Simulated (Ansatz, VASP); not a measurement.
## Rh in VASP and in Ansatz

```
Rh
1.0
     0.00000    2.75624    2.75624
     2.75624    0.00000    2.75624
     2.75624    2.75624    0.00000
Rh
2
Direct
  0.87500 0.87500 0.87500
  0.12500 0.12500 0.12500
```

Alike in both runs: task single point; functional PBE; k mesh 13 × 13 × 13; occupations fermi-dirac, width 0.05 eV; no spin polarisation.

```csv
,VASP,Ansatz
version,VASP 6.6.1,Ansatz 0.2.0
potentials or method,"VASP PAW PBE potentials, release 64 (Rh_pv), cutoff 500 eV","all-electron LAPW, scalar-relativistic"
```

|  | VASP | Ansatz | Ansatz less VASP |
| --- | --- | --- | --- |
| pressure (GPa) | 0.2 | 0.0 | -0.13 |

Ansatz ran all-electron here, and VASP with PAW potentials.
